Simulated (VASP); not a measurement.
Here is a VASP 6.6.1 calculation.

The input POSCAR:

```
NaCl
1.0
    3.8922715770      0.0000000000      0.0000000000
   -1.9461357885      3.3708060641      0.0000000000
    0.0000000000      0.0000000000      6.7368165382
Na Cl
2 2
Direct
    0.0000000000      0.0000000000      0.0000000000
    0.0000000000      0.0000000000      0.5000000000
    0.3333333333      0.6666666667      0.2500000000
    0.6666666667      0.3333333333      0.7500000000
```

The input INCAR.step1:

```
ALGO = Normal ; EDIFF = 1E-4
ENCUT = 520 ; GGA = PE
ISMEAR = 0 ; LASPH = T
LCHARG = F ; LREAL = F
LWAVE = T ; NBANDS = 22
NELM = 80 ; PREC = Accurate
SIGMA = 0.01
```

INCAR.step2

```
ALGO = Normal ; EDIFF = 1E-7
ENCUT = 520 ; ISIF = 2
ISMEAR = 0 ; ISTART = 1
LASPH = T ; LCHARG = T
LELF = T ; LMIXTAU = T
LREAL = F ; LVHAR = T
LWAVE = F ; METAGGA = R2SCAN
NBANDS = 22 ; NELM = 80
PREC = Accurate ; SIGMA = 0.01
```

Contents of KPOINTS:

```
k-points
0
Gamma
  6 6 4
```

Potentials or basis: VASP PAW PBE potentials, release 64 (Na_pv, Cl).

Run with:

```bash
$ cat potpaw_PBE.64/Na_pv/POTCAR potpaw_PBE.64/Cl/POTCAR > POTCAR
$ cp INCAR.step1 INCAR
$ mpirun -np 1 vasp_std > vasp.out
$ cp INCAR.step2 INCAR
$ mpirun -np 1 vasp_std > vasp.out
```

(1) Predict the pressure.

(2) Predict the band gap on the k mesh.

Results:

(1) -0.2 GPa.

(2) 5.89 eV.

Caveat: the PAW data sets were made with another functional, which shifts forces and pressure a little.
